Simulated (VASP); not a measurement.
# Os (P6_3/mmc) in VASP: further runs

Os is run at these levels: PBE; tasks: single point, relaxation of cell and atoms.

All numbers are computed with VASP 6.6.1; they aren't measurements. Logs are shortened: lines on timing, memory, paths and dates and some standing lists are left out, and cuts for length are marked.

### Step 1. The cell of the first run

It takes space group P6_3/mmc (No. 194, hexagonal). Conventional cell: a = 2.748 Å, b = 2.748 Å, c = 4.362 Å, α = 90.00°, β = 90.00°, γ = 120.00°. Within 3.6 Å of Os (site symmetry -6m2) lie 12 Os at 2.70 to 2.75 Å.

### Step 2. Single point, PBE

File INCAR:

```
  PREC = Accurate
  ENCUT = 600
  EDIFF = 1E-6
  ISMEAR = 0
  SIGMA = 0.05
  LREAL = F
  LASPH = T
  NELM = 120
  ALGO = Normal
  ISIF = 2
  LWAVE = F
  LCHARG = F
  GGA = PE
  NBANDS = 15
  GGA_COMPAT = F
```

File KPOINTS:

```
regular mesh
0
Gamma
  8 8 6
```

File POSCAR:

```
Os
1.0
    2.7484349311      0.0000000000      0.0000000000
   -1.3742174655      2.3802144710      0.0000000000
    0.0000000000      0.0000000000      4.3620575036
Os
2
Direct
    0.3333333333      0.6666666667      0.7500000000
    0.6666666667      0.3333333333      0.2500000000
```

Potentials or basis: VASP PAW PBE potentials, release 64 (Os).

The run is started by

```console
$ cat potpaw_PBE.64/Os/POTCAR > POTCAR
$ mpirun -np 1 vasp_std > vasp.out
```

OUTCAR:

```text
PREC = Accurate
   ENCUT = 600
   EDIFF = 1E-6
   ISMEAR = 0
   LREAL = F
   LASPH = T
   NELM = 120
   ISIF = 2
   GGA = PE

 ion  position               nearest neighbor table
   1  0.333  0.667  0.750-   2 2.70   2 2.70   2 2.70   2 2.70   2 2.70   2 2.70
   2  0.667  0.333  0.250-   1 2.70   1 2.70   1 2.70   1 2.70   1 2.70   1 2.70

  LATTYP: Found a hexagonal cell.
 ALAT       =     2.7484349311
 C/A-ratio  =     1.5871059759

  Lattice vectors:

 A1 = (   2.7484349311,   0.0000000000,   0.0000000000)
 A2 = (  -1.3742174655,   2.3802144710,   0.0000000000)
 A3 = (   0.0000000000,   0.0000000000,   4.3620575036)

Analysis of symmetry for initial positions (statically):
=====================================================================
 Subroutine PRICEL returns:
 Original cell was already a primitive cell.

 Routine SETGRP: Setting up the symmetry group for a
 hexagonal supercell.

 Subroutine GETGRP returns: Found 24 space group operations
 (whereof 12 operations were pure point group operations)
 out of a pool of 24 trial point group operations.

The static configuration has the point symmetry D_3d.
 The point group associated with its full space group is D_6h.

Analysis of symmetry for dynamics (positions and initial velocities):
=====================================================================
 Subroutine PRICEL returns:
 Original cell was already a primitive cell.

 Routine SETGRP: Setting up the symmetry group for a
 hexagonal supercell.

 Subroutine GETGRP returns: Found 24 space group operations
 (whereof 12 operations were pure point group operations)
 out of a pool of 24 trial point group operations.

The dynamic configuration has the point symmetry D_3d.
 The point group associated with its full space group is D_6h.

 Subroutine INISYM returns: Found 24 space group operations
 (whereof 12 operations are pure point group operations),
 and found     1 'primitive' translations

----------------------------------------------------------------------------------------

                                     Primitive cell

  volume of cell :      28.5360

  direct lattice vectors                    reciprocal lattice vectors
     2.748434931  0.000000000  0.000000000     0.363843433  0.210065104  0.000000000
    -1.374217465  2.380214471  0.000000000     0.000000000  0.420130208  0.000000000
     0.000000000  0.000000000  4.362057504     0.000000000  0.000000000  0.229249614

  length of vectors
     2.748434931  2.748434931  4.362057504     0.420130208  0.420130208  0.229249614

  position of ions in fractional coordinates (direct lattice)
     0.333333333  0.666666667  0.750000000
     0.666666667  0.333333333  0.250000000

  ion indices of the primitive-cell ions
   primitive index   ion index
                 1           1
                 2           2

----------------------------------------------------------------------------------------

 KPOINTS: regular mesh

Automatic generation of k-mesh.
 Grid dimensions read from file:
 generate k-points for:    8    8    6

 Generating k-lattice:

  Cartesian coordinates                     Fractional coordinates (reciprocal lattice)
     0.045480429  0.026258138  0.000000000     0.125000000 -0.000000000  0.000000000
     0.000000000  0.052516276  0.000000000     0.000000000  0.125000000  0.000000000
     0.000000000  0.000000000  0.038208269     0.000000000  0.000000000  0.166666667

  Length of vectors
     0.052516276  0.052516276  0.038208269

  Shift w.r.t. Gamma in fractional coordinates (k-lattice)
     0.000000000  0.000000000  0.000000000

 Subroutine IBZKPT returns following result:
 ===========================================

 Found     40 irreducible k-points:

 Following reciprocal coordinates:
            Coordinates               Weight
  0.000000  0.000000  0.000000      1.000000
  0.125000  0.000000  0.000000      6.000000
  0.250000  0.000000  0.000000      6.000000
  0.375000  0.000000  0.000000      6.000000
  0.500000  0.000000  0.000000      3.000000
  0.125000  0.125000  0.000000      6.000000
[... 16 lines left out ...]
  0.250000  0.000000  0.333333     12.000000
  0.375000  0.000000  0.333333     12.000000
 [... further k-points ...]
   k-points           NKPTS =     40   k-points in BZ     NKDIM =     40   number of bands    NBANDS=     15
   number of dos      NEDOS =    301   number of ions     NIONS =      2
   total plane-waves  NPLWV =  20736
   dimension x,y,z NGX =    24 NGY =   24 NGZ =   36
   dimension x,y,z NGXF=    48 NGYF=   48 NGZF=   72
   ions per type =               2
   NGX,Y,Z   is equivalent  to a cutoff of  14.52, 14.52, 13.72 a.u.
   NGXF,Y,Z  is equivalent  to a cutoff of  29.03, 29.03, 27.44 a.u.
 SYSTEM =  unknown system
   PREC   = accura    normal or accurate (medium, high low for compatibility)
   ISTART =      0    job   : 0-new  1-cont  2-samecut
   ICHARG =      2    charge: 1-file 2-atom 10-const
   ISPIN  =      1    spin polarized calculation?
   LNONCOLLINEAR =      F non collinear calculations
   LSORBIT =      F    spin-orbit coupling
   LASPH  =      T    aspherical Exc in radial PAW
   ENCUT  =  600.0 eV  44.10 Ry    6.64 a.u.   5.49  5.49  8.71*2*pi/ulx,y,z
   NELM   =    120;   NELMIN=  2; NELMDL= -5     # of ELM steps
   EDIFF  = 0.1E-05   stopping-criterion for ELM
   LREAL  =      F    real-space projection
   EDIFFG = 0.1E-04   stopping-criterion for IOM
   NSW    =      0    number of steps for IOM
   IBRION =     -1    ionic relax: 0-MD 1-quasi-New 2-CG
   NFREE  =      0    steps in history (QN), initial steepest desc. (CG)
   ISIF   =      2    stress and relaxation
   ISYM   =      2    0-nonsym 1-usesym 2-fastsym
   POTIM  = 0.5000    time-step for ionic-motion
   TEBEG  =    0.0;   TEEND  =   0.0 temperature during run
   PSTRESS=    0.0 pullay stress
   NELECT =      16.0000    total number of electrons
   NUPDOWN=      -1.0000    fix difference up-down
   EMIN   =  10.00;   EMAX   =-10.00  energy-range for DOS
   EFERMI =   0.00;   METHOD = LEGACY
   ISMEAR =     0;   SIGMA  =   0.05  broadening in eV -4-tet -1-fermi 0-gaus
   EFERMI_NEDOS =   21; number of points for ismear=-14 and -15
   IALGO  =     38    algorithm
   IMIX   =      4    mixing-type and parameters
     AMIX     =   0.40;   BMIX     =  1.00
     AMIX_MAG =   1.60;   BMIX_MAG =  1.00
  volume/ion in A,a.u.               =      14.27        96.29
  Fermi-wavevector in a.u.,A,eV,Ry     =   1.349948  2.551033 24.794724  1.822361
  Thomas-Fermi vector in A             =   2.477493
   LORBIT       =      0    0 simple, 1 ext, 2 COOP (PROOUT), +10 PAW based schemes
   GGA     = PE    functional components
   LHFCALC =     F    Hartree Fock is set to
   AEXX    =    0.0000 exact exchange contribution
   IVDW    =     0    specifies the selected vdW correction
   LEPSILON=     F    determine dielectric tensor
   LRPA    =     F    only Hartree local field effects (RPA)
 non-spin polarized calculation
 Gauss-broadening in eV      SIGMA  =   0.05
  energy-cutoff  :      600.00
  volume of cell :       28.54
 maximum number of plane-waves:       972
 NGX is ok and might be reduce to    24
   NGX = 11   NGY = 11   NGZ = 17

 number of electron      16.0000001 magnetization

 Free energy of the ion-electron system (eV)
  ---------------------------------------------------
  ext. energy  EPLUGINS =         0.00000000
  ---------------------------------------------------
  free energy    TOTEN  =       -22.51617424 eV

  energy without entropy =      -22.51329224  energy(sigma->0) =      -22.51473324

 E-fermi :   9.1394     XC(G=0): -13.9440

 val. band max:        9.1385402642   @ k =   0.0000   0.0000   0.0000
 cond. band min:       9.1416851980   @ k =   0.1250   0.0000   0.3333
 fundamental gap:      0.0031449338
 Fermi energy:         9.1393879607

 k-point     1 :       0.0000    0.0000    0.0000
  band No.  band energies     occupation
      1      -1.5944      2.00000
      2       1.5619      2.00000
      3       6.2172      2.00000
      4       6.2172      2.00000
      5       6.3949      2.00000
      6       7.0197      2.00000
      7       7.0197      2.00000
      8       7.6857      2.00000
      9       7.6857      2.00000
     10       9.1385      1.01913
     11      10.8037      0.00000
     12      10.8037      0.00000
     13      17.9463      0.00000
     14      23.2398      0.00000
     15      25.8345      0.00000

 k-point     2 :       0.1250    0.0000    0.0000
  band No.  band energies     occupation
      1      -0.9883      2.00000
      2       2.0831      2.00000
      3       5.4153      2.00000
      4       6.6469      2.00000
      5       6.7032      2.00000
      6       6.7564      2.00000
      7       7.1388      2.00000
      8       7.2923      2.00000
      9       7.5218      2.00000
     10       7.8651      2.00000
     11      11.0602      0.00000
     12      13.2307      0.00000
     13      17.8630      0.00000
     14      24.3838      0.00000
     15      26.5433      0.00000

 k-point     3 :       0.2500    0.0000    0.0000
  band No.  band energies     occupation
      1       0.5376      2.00000
      2       2.8422      2.00000
      3       4.7033      2.00000
      4       4.9341      2.00000
      5       6.1985      2.00000
      6       6.5517      2.00000
      7       7.2470      2.00000
      8       8.2546      2.00000
      9       8.4124      2.00000
     10       8.8946      2.00000
     11      11.4608      0.00000
     12      16.4893      0.00000
     13      17.5019      0.00000
     14      23.0621      0.00000
     15      25.3052      0.00000
[... 343 lines left out ...]
 k-point    23 :       0.2500    0.0000    0.3333
  band No.  band energies     occupation
      1       1.3299      2.00000
      2       3.0123      2.00000
      3       4.0007      2.00000
      4       5.0235      2.00000
      5       5.6341      2.00000
      6       6.7804      2.00000
      7       6.9198      2.00000
      8       8.0070      2.00000
      9       9.1891      0.15958
     10       9.5610      0.00000
     11      10.7766      0.00000
     12      12.5803      0.00000
     13      21.3146      0.00000
     14      24.7592      0.00000
     15      25.4151      0.00000

 k-point    24 :       0.3750    0.0000    0.3333
  band No.  band energies     occupation
      1       1.6936      2.00000
      2       2.6247      2.00000
      3       3.7787      2.00000
      4       4.5501      2.00000
      5       6.8932      2.00000
      6       6.9558      2.00000
      7       8.2008      2.00000
      8       9.1936      0.12498
      9      10.4974      0.00000
     10      10.6210      0.00000
     11      11.1685      0.00000
     12      13.4713      0.00000
     13      19.0736      0.00000
     14      21.6611      0.00000
     15      24.2969      0.00000

 [... further k-points ...]
[... 5 lines left out ...]
  --------------------------------------------------------------------------------------
  -------------------------------------------------------------------------------------
  Total        0.0185306      0.0185306     -0.0209637      0.0000000     -0.0000000      0.0000000
  in kB        1.0404145      1.0404145     -1.1770221      0.0000000     -0.0000000      0.0000000
  external PRESSURE =       0.3012689 kB  Pullay stress =       0.0000000 kB

 VOLUME and BASIS-vectors are now :
 -----------------------------------------------------------------------------
  energy-cutoff  :      600.00
  volume of cell :       28.54
      direct lattice vectors                 reciprocal lattice vectors
     2.748434931  0.000000000  0.000000000     0.363843433  0.210065104  0.000000000
    -1.374217465  2.380214471  0.000000000     0.000000000  0.420130208  0.000000000
     0.000000000  0.000000000  4.362057504     0.000000000  0.000000000  0.229249614

 POSITION                                       TOTAL-FORCE (eV/Angst)
 -----------------------------------------------------------------------------------
     -0.00000      1.58681      3.27154        -0.000000      0.000000      0.000000
      1.37422      0.79340      1.09051         0.000000     -0.000000      0.000000
 -----------------------------------------------------------------------------------
    total drift:                               -0.000000      0.000000     -0.000000

  FREE ENERGIE OF THE ION-ELECTRON SYSTEM (eV)
  ---------------------------------------------------
  free  energy   TOTEN  =       -22.5161742393 eV

  energy  without entropy=      -22.5132922391  energy(sigma->0) =      -22.51473324
```

Run time: 29 s. Hardware: 1 thread of Intel Xeon 8259CL, shared host; peak memory 0.16 GiB.

Results:

```yaml
Free_energy: -22.5162 eV
Pressure: 0.0 GPa
Band_gap_on_the_k_mesh: zero (band 8 reaches 11.18 eV, above the bottom of band 9 at 7.52 eV)
```

Caveat: spin-orbit coupling is left out, which moves the levels of the heavy elements.

### Step 3. Relaxation of cell and atoms, PBE

This run uses another cell than the first one, of 14.06 Å³/atom, 0.986 times its volume.

File INCAR:

```
SYSTEM = Os
  PREC = Accurate
  ENCUT = 600
  EDIFF = 1E-7
  ISMEAR = 0
  SIGMA = 0.05
  LREAL = .FALSE.
  LASPH = .TRUE.
  NELM = 120
  ALGO = Normal
  ISIF = 3
  LWAVE = .FALSE.
  LCHARG = .FALSE.
  GGA = PE
  IBRION = 2
  NSW = 80
  EDIFFG = -0.03
  GGA_COMPAT = .FALSE.
  NELMIN = 4
```

File KPOINTS:

```
Automatic mesh
0
G
  8 8 6
  0 0 0
```

File POSCAR:

```
Os
1.0
    2.7400000000      0.0000000000      0.0000000000
   -1.3700000000      2.3729096064      0.0000000000
    0.0000000000      0.0000000000      4.3264600000
Os
2
Direct
    0.3333333333      0.6666666667      0.7500000000
    0.6666666667      0.3333333333      0.2500000000
```

Potentials or basis: VASP PAW PBE potentials, release 64 (Os).

The run is started by

```console
$ cat potpaw_PBE.64/Os/POTCAR > POTCAR
$ mpirun -np 1 vasp_std > vasp.out
```

It took 95 s on 1 thread of Intel Xeon 8259CL, shared host; peak memory 0.17 GiB.

Results (log left out):

```
Free energy                            : -22.5160 eV
Relaxed volume                         : 14.27 Å³/atom
Relaxed cell                           : a = 2.749 Å, b = 2.749 Å, c = 4.361 Å, α = 90.00°, β = 90.00°, γ = 120.00°
Space group after relaxing (to 0.05 Å) : P6_3/mmc (No. 194)
Energy gained by relaxing              : 4.3 meV/atom
Ionic steps                            : 6
Pressure after relaxing                : 0.0 GPa
Band gap on the k mesh                 : zero (band 8 reaches 11.18 eV, above the bottom of band 9 at 7.52 eV)
```

The path:
```
step  energy change (eV)  largest force (eV/Å)  pressure (GPa)  volume (Å³)
   1              0.0000                0.0000            6.16        28.13
   2              0.1305                0.0000          -21.97        30.39
   3             -0.0084                0.0000           -0.32        28.56
   4             -0.0085                0.0000           -0.15        28.55
   5             -0.0084                0.0000            0.18        28.52
   6             -0.0086                0.0000            0.00        28.54
```

Final structure:
```cif
data_structure
_symmetry_space_group_name_H-M 'P 1'
_symmetry_Int_Tables_number 1
_cell_length_a 2.7488
_cell_length_b 2.7488
_cell_length_c 4.3611
_cell_angle_alpha 90.000
_cell_angle_beta 90.000
_cell_angle_gamma 120.000
_cell_volume 28.54
loop_
_atom_site_label
_atom_site_type_symbol
_atom_site_fract_x
_atom_site_fract_y
_atom_site_fract_z
_atom_site_occupancy
Os1 Os 0.33333 0.66667 0.75000 1
Os2 Os 0.66667 0.33333 0.25000 1
```

Levels at points of the mesh, in eV from the Fermi level:
| k point | band 4 | band 5 | band 6 | band 7 | band 8 | band 9 | band 10 | band 11 | band 12 |
| --- | --- | --- | --- | --- | --- | --- | --- | --- | --- |
| (0.00, 0.00, 0.00) | -2.92 | -2.74 | -2.12 | -2.12 | -1.46 | -1.46 | 0.00 | 1.66 | 1.66 |
| (0.50, 0.00, 0.00) | -3.39 | -2.81 | -2.51 | -1.83 | 2.04 | 2.57 | 2.63 | 4.33 | 5.62 |
| (0.00, 0.00, 0.50) | -3.48 | -3.10 | -3.10 | -3.10 | -3.10 | 0.89 | 0.89 | 0.89 | 0.89 |
| (0.50, 0.00, 0.50) | -5.17 | -1.13 | -1.13 | -0.13 | -0.13 | 2.36 | 2.36 | 3.25 | 3.25 |

Caveat: spin-orbit coupling is left out, which moves the levels of the heavy elements.
